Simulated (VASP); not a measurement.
# MgO (Cmcm) in VASP: further runs

The runs below take MgO through single point, with LDA.

Program: VASP 6.6.1. These are calculated values, not measurements. Logs are shortened: lines on timing, memory, paths and dates and some standing lists are left out, and cuts for length are marked.

### 1 The cell of the first run

Symmetry: Cmcm, No. 63, orthorhombic system. The conventional cell has a = 3.417 Å, b = 6.039 Å, c = 4.178 Å, α = 90.00°, β = 90.00°, γ = 90.00°. Within 2.6 Å of Mg (site symmetry m2m) lie 5 O at 1.98 to 2.09 Å. Within 2.6 Å of O (site symmetry m2m) lie 5 Mg at 1.98 to 2.09 Å.

### 2 Single point, LDA (strain -0.0200 x Voigt [1, 0, 0, 0, 0, 0])

File INCAR:

```
SYSTEM = MgO
ALGO = Normal ; EDIFF = 1E-6
ENCUT = 520 ; GGA = CA
ISIF = 2 ; ISMEAR = 0
LASPH = .TRUE. ; LCHARG = .FALSE.
LREAL = .FALSE. ; LWAVE = .FALSE.
NBANDS = 16 ; NELM = 80
PREC = Accurate ; SIGMA = 0.05
```

File KPOINTS:

```
k-points
0
G
  6 6 6
  0 0 0
```

File POSCAR:

```
MgO
1.0
    3.4166503055      0.0000000000      0.0000000000
   -1.7083251528      3.0192917963      0.0000000000
    0.0000000000      0.0000000000      4.1780412200
Mg O
2 2
Direct
    0.6666666667      0.3333333333      0.7500000000
    0.3333333333      0.6666666667      0.2500000000
    0.6666666667      0.3333333333      0.2500000000
    0.3333333333      0.6666666667      0.7500000000
```

Potentials or basis: VASP PAW LDA potentials, release 64 (Mg, O).

The run is started by

```console
> cat potpaw_LDA.64/Mg/POTCAR potpaw_LDA.64/O/POTCAR > POTCAR
> mpirun -np 1 vasp_std > vasp.out
```

OUTCAR:

```text
SYSTEM = MgO
   EDIFF = 1E-6
   ENCUT = 520
   GGA = CA
   ISIF = 2
   ISMEAR = 0
   LASPH = .TRUE.
   LREAL = .FALSE.
   NELM = 80
   PREC = Accurate

 ion  position               nearest neighbor table
   1  0.667  0.333  0.750-   4 1.98   4 1.98   4 2.01   3 2.09   3 2.09   2 2.88   2 2.88   2 2.88
                             2 2.88   2 2.90   2 2.90
   2  0.333  0.667  0.250-   3 1.98   3 1.98   3 2.01   4 2.09   4 2.09   1 2.88   1 2.88   1 2.88
                             1 2.88   1 2.90   1 2.90
   3  0.667  0.333  0.250-   2 1.98   2 1.98   2 2.01   1 2.09   1 2.09
   4  0.333  0.667  0.750-   1 1.98   1 1.98   1 2.01   2 2.09   2 2.09

  LATTYP: Found a base centered orthorhombic cell.
 ALAT       =     3.4166503055
 B/A-ratio  =     1.7673987832
 C/A-ratio  =     1.2228471885

  Lattice vectors:

 A1 = (   1.7083251528,  -3.0192917963,   0.0000000000)
 A2 = (   1.7083251527,   3.0192917963,   0.0000000000)
 A3 = (   0.0000000000,   0.0000000000,   4.1780412200)

Analysis of symmetry for initial positions (statically):
=====================================================================
 Subroutine PRICEL returns:
 Original cell was already a primitive cell.

 Routine SETGRP: Setting up the symmetry group for a
 base centered orthorhombic supercell.

 Subroutine GETGRP returns: Found  8 space group operations
 (whereof  4 operations were pure point group operations)
 out of a pool of  8 trial point group operations.

The static configuration has the point symmetry C_2h.
 The point group associated with its full space group is D_2h.

Analysis of symmetry for dynamics (positions and initial velocities):
=====================================================================
 Subroutine PRICEL returns:
 Original cell was already a primitive cell.

 Routine SETGRP: Setting up the symmetry group for a
 base centered orthorhombic supercell.

 Subroutine GETGRP returns: Found  8 space group operations
 (whereof  4 operations were pure point group operations)
 out of a pool of  8 trial point group operations.

The dynamic configuration has the point symmetry C_2h.
 The point group associated with its full space group is D_2h.

 Subroutine INISYM returns: Found  8 space group operations
 (whereof  4 operations are pure point group operations),
 and found     1 'primitive' translations

----------------------------------------------------------------------------------------

                                     Primitive cell

  volume of cell :      43.1001

  direct lattice vectors                    reciprocal lattice vectors
     3.416650306  0.000000000  0.000000000     0.292684328  0.165601748  0.000000000
    -1.708325153  3.019291796  0.000000000     0.000000000  0.331203497  0.000000000
     0.000000000  0.000000000  4.178041220     0.000000000  0.000000000  0.239346609

  length of vectors
     3.416650306  3.469077367  4.178041220     0.336285675  0.331203497  0.239346609

  position of ions in fractional coordinates (direct lattice)
     0.666666667  0.333333333  0.750000000
     0.333333333  0.666666667  0.250000000
     0.666666667  0.333333333  0.250000000
     0.333333333  0.666666667  0.750000000

  ion indices of the primitive-cell ions
   primitive index   ion index
                 1           1
                 2           2
                 3           3
                 4           4

----------------------------------------------------------------------------------------

 KPOINTS: k-points

Automatic generation of k-mesh.
 Grid dimensions read from file:
 generate k-points for:    6    6    6

 Generating k-lattice:

  Cartesian coordinates                     Fractional coordinates (reciprocal lattice)
     0.048780721  0.027600291  0.000000000     0.166666667  0.000000000  0.000000000
     0.000000000  0.055200583  0.000000000     0.000000000  0.166666667  0.000000000
     0.000000000  0.000000000  0.039891102     0.000000000  0.000000000  0.166666667

  Length of vectors
     0.056047612  0.055200583  0.039891102

  Shift w.r.t. Gamma in fractional coordinates (k-lattice)
     0.000000000  0.000000000  0.000000000

 Subroutine IBZKPT returns following result:
 ===========================================

 Found     52 irreducible k-points:

 Following reciprocal coordinates:
            Coordinates               Weight
  0.000000  0.000000  0.000000      1.000000
  0.166667  0.000000  0.000000      4.000000
  0.333333  0.000000  0.000000      4.000000
  0.500000 -0.000000  0.000000      2.000000
  0.000000  0.166667  0.000000      2.000000
  0.166667  0.166667  0.000000      4.000000
[... 16 lines left out ...]
  0.000000  0.333333  0.166667      4.000000
  0.166667  0.333333  0.166667      8.000000
 [... further k-points ...]
   k-points           NKPTS =     52   k-points in BZ     NKDIM =     52   number of bands    NBANDS=     16
   number of dos      NEDOS =    301   number of ions     NIONS =      4
   total plane-waves  NPLWV =  25088
   dimension x,y,z NGX =    28 NGY =   28 NGZ =   32
   dimension x,y,z NGXF=    56 NGYF=   56 NGZF=   64
   ions per type =               2   2
   NGX,Y,Z   is equivalent  to a cutoff of  13.62, 13.42, 12.73 a.u.
   NGXF,Y,Z  is equivalent  to a cutoff of  27.25, 26.84, 25.47 a.u.
 SYSTEM =  MgO
   PREC   = accura    normal or accurate (medium, high low for compatibility)
   ISTART =      0    job   : 0-new  1-cont  2-samecut
   ICHARG =      2    charge: 1-file 2-atom 10-const
   ISPIN  =      1    spin polarized calculation?
   LNONCOLLINEAR =      F non collinear calculations
   LSORBIT =      F    spin-orbit coupling
   LASPH  =      T    aspherical Exc in radial PAW
   ENCUT  =  520.0 eV  38.22 Ry    6.18 a.u.   6.35  6.45  7.77*2*pi/ulx,y,z
   NELM   =     80;   NELMIN=  2; NELMDL= -5     # of ELM steps
   EDIFF  = 0.1E-05   stopping-criterion for ELM
   LREAL  =      F    real-space projection
   EDIFFG = 0.1E-04   stopping-criterion for IOM
   NSW    =      0    number of steps for IOM
   IBRION =     -1    ionic relax: 0-MD 1-quasi-New 2-CG
   NFREE  =      0    steps in history (QN), initial steepest desc. (CG)
   ISIF   =      2    stress and relaxation
   ISYM   =      2    0-nonsym 1-usesym 2-fastsym
   POTIM  = 0.5000    time-step for ionic-motion
   TEBEG  =    0.0;   TEEND  =   0.0 temperature during run
   PSTRESS=    0.0 pullay stress
   NELECT =      16.0000    total number of electrons
   NUPDOWN=      -1.0000    fix difference up-down
   EMIN   =  10.00;   EMAX   =-10.00  energy-range for DOS
   EFERMI =   0.00;   METHOD = LEGACY
   ISMEAR =     0;   SIGMA  =   0.05  broadening in eV -4-tet -1-fermi 0-gaus
   EFERMI_NEDOS =   21; number of points for ismear=-14 and -15
   IALGO  =     38    algorithm
   IMIX   =      4    mixing-type and parameters
     AMIX     =   0.40;   BMIX     =  1.00
     AMIX_MAG =   1.60;   BMIX_MAG =  1.00
  volume/ion in A,a.u.               =      10.78        72.71
  Fermi-wavevector in a.u.,A,eV,Ry     =   1.176582  2.223417 18.835147  1.384344
  Thomas-Fermi vector in A             =   2.312943
   LORBIT       =      0    0 simple, 1 ext, 2 COOP (PROOUT), +10 PAW based schemes
   GGA     = CA    functional components
   LHFCALC =     F    Hartree Fock is set to
   AEXX    =    0.0000 exact exchange contribution
   IVDW    =     0    specifies the selected vdW correction
   LEPSILON=     F    determine dielectric tensor
   LRPA    =     F    only Hartree local field effects (RPA)
 non-spin polarized calculation
 Gauss-broadening in eV      SIGMA  =   0.05
  energy-cutoff  :      520.00
  volume of cell :       43.10
 maximum number of plane-waves:      1176
 NGX is ok and might be reduce to    28
   NGX = 13   NGY = 13   NGZ = 15

 number of electron      16.0000003 magnetization

 Free energy of the ion-electron system (eV)
  ---------------------------------------------------
  ext. energy  EPLUGINS =         0.00000000
  ---------------------------------------------------
  free energy    TOTEN  =       -26.51368124 eV

  energy without entropy =      -26.51368124  energy(sigma->0) =      -26.51368124

 E-fermi :   2.0711     XC(G=0): -10.6957

 val. band max:        1.8333180006   @ k =   0.0000   0.0000   0.0000
 cond. band min:       5.2590048790   @ k =   0.0000   0.0000   0.0000
 fundamental gap:      3.4256868785
 Fermi energy:         2.0711351941

 k-point     1 :       0.0000    0.0000    0.0000
  band No.  band energies     occupation
      1     -14.9300      2.00000
      2     -13.4186      2.00000
      3      -1.9822      2.00000
      4       0.0097      2.00000
      5       0.0629      2.00000
      6       0.9436      2.00000
[... 8 lines left out ...]
     15      17.2538      0.00000
     16      17.4116      0.00000

 k-point     2 :       0.1667    0.0000    0.0000
  band No.  band energies     occupation
      1     -14.7816      2.00000
      2     -13.4414      2.00000
      3      -1.7561      2.00000
      4      -0.4187      2.00000
      5      -0.1839      2.00000
      6       0.4214      2.00000
[... 8 lines left out ...]
     15      16.4195      0.00000
     16      16.5351      0.00000

 k-point     3 :       0.3333    0.0000    0.0000
  band No.  band energies     occupation
      1     -14.4191      2.00000
      2     -13.5464      2.00000
      3      -1.4287      2.00000
      4      -1.1519      2.00000
      5      -0.4939      2.00000
      6      -0.0737      2.00000
[... 8 lines left out ...]
     15      15.8533      0.00000
     16      16.3763      0.00000

 k-point     4 :       0.5000   -0.0000    0.0000
  band No.  band energies     occupation
      1     -14.1473      2.00000
      2     -13.6862      2.00000
      3      -1.8805      2.00000
      4      -0.6237      2.00000
      5      -0.6218      2.00000
      6      -0.2365      2.00000
[... 8 lines left out ...]
     15      16.4438      0.00000
     16      16.4890      0.00000

 k-point     5 :       0.0000    0.1667    0.0000
  band No.  band energies     occupation
      1     -14.7875      2.00000
      2     -13.4426      2.00000
      3      -1.7644      2.00000
      4      -0.4754      2.00000
      5      -0.1213      2.00000
      6       0.4184      2.00000
[... 8 lines left out ...]
     15      16.3737      0.00000
     16      16.4708      0.00000

 k-point     6 :       0.1667    0.1667    0.0000
  band No.  band energies     occupation
      1     -14.5337      2.00000
      2     -13.5077      2.00000
      3      -1.3521      2.00000
      4      -1.0968      2.00000
      5      -0.6173      2.00000
      6       0.2387      2.00000
[... 8 lines left out ...]
     15      16.1553      0.00000
     16      16.1757      0.00000
[... 267 lines left out ...]
 k-point    21 :       0.5000    0.1667    0.1667
  band No.  band energies     occupation
      1     -14.1103      2.00000
      2     -13.6901      2.00000
      3      -1.8647      2.00000
      4      -1.2027      2.00000
      5      -0.6291      2.00000
      6       0.0489      2.00000
[... 8 lines left out ...]
     15      15.9702      0.00000
     16      17.1363      0.00000

 k-point    22 :      -0.3333    0.1667    0.1667
  band No.  band energies     occupation
      1     -14.4443      2.00000
      2     -13.5643      2.00000
      3      -1.6049      2.00000
      4      -1.0931      2.00000
      5      -0.2148      2.00000
      6      -0.0626      2.00000
[... 8 lines left out ...]
     15      16.0901      0.00000
     16      16.9917      0.00000

 k-point    23 :       0.0000    0.3333    0.1667
  band No.  band energies     occupation
      1     -14.3709      2.00000
      2     -13.5935      2.00000
      3      -1.8396      2.00000
      4      -0.9456      2.00000
      5      -0.3115      2.00000
      6      -0.2216      2.00000
[... 8 lines left out ...]
     15      16.1338      0.00000
     16      16.1618      0.00000

 k-point    24 :       0.1667    0.3333    0.1667
  band No.  band energies     occupation
      1     -14.1394      2.00000
      2     -13.6837      2.00000
      3      -1.8920      2.00000
      4      -1.1799      2.00000
      5      -0.6203      2.00000
      6       0.0488      2.00000
[... 8 lines left out ...]
     15      15.9116      0.00000
     16      17.2544      0.00000

 [... further k-points ...]

------------------------ aborting loop because EDIFF is reached ----------------------------------------

  FORCE on cell =-STRESS in cart. coord.  units (eV):
  Direction    XX          YY          ZZ          XY          YZ          ZX
  --------------------------------------------------------------------------------------
  -------------------------------------------------------------------------------------
  Total       -0.1640870     -1.1778321     -1.1668439      0.0000000      0.0000000      0.0000000
  in kB       -6.0996704    -43.7840201    -43.3755509      0.0000000      0.0000000      0.0000000
  external PRESSURE =     -31.0864138 kB  Pullay stress =       0.0000000 kB

 VOLUME and BASIS-vectors are now :
 -----------------------------------------------------------------------------
  energy-cutoff  :      520.00
  volume of cell :       43.10
      direct lattice vectors                 reciprocal lattice vectors
     3.416650306  0.000000000  0.000000000     0.292684328  0.165601748  0.000000000
    -1.708325153  3.019291796  0.000000000     0.000000000  0.331203497  0.000000000
     0.000000000  0.000000000  4.178041220     0.000000000  0.000000000  0.239346609

 POSITION                                       TOTAL-FORCE (eV/Angst)
 -----------------------------------------------------------------------------------
      1.70833      1.00643      3.13353         0.000000     -0.164668     -0.000000
     -0.00000      2.01286      1.04451        -0.000000      0.164668      0.000000
      1.70833      1.00643      1.04451         0.000000     -0.185136     -0.000000
     -0.00000      2.01286      3.13353        -0.000000      0.185136     -0.000000
 -----------------------------------------------------------------------------------
    total drift:                               -0.000000      0.000000     -0.000000

  FREE ENERGIE OF THE ION-ELECTRON SYSTEM (eV)
  ---------------------------------------------------
  free  energy   TOTEN  =       -26.5136812366 eV

  energy  without entropy=      -26.5136812366  energy(sigma->0) =      -26.51368124
```

Wall time 40 s (1 thread of Intel Xeon 6975P-C, shared host); peak memory 0.16 GiB.

What came out:

```yaml
Free_energy: -26.5137 eV
Pressure: -3.1 GPa
Largest_force: 0.185 eV/Å
Band_gap_on_the_k_mesh: 3.43 eV, direct
```

Forces on the atoms (eV/Å):
```
Mg   0.000 -0.165  0.000
Mg   0.000  0.165  0.000
O    0.000 -0.185  0.000
O    0.000  0.185  0.000
```

Caveat: the cell differs from its parent crystal (strain -0.0200 x Voigt [1, 0, 0, 0, 0, 0]).

[end of part 1 of 2]
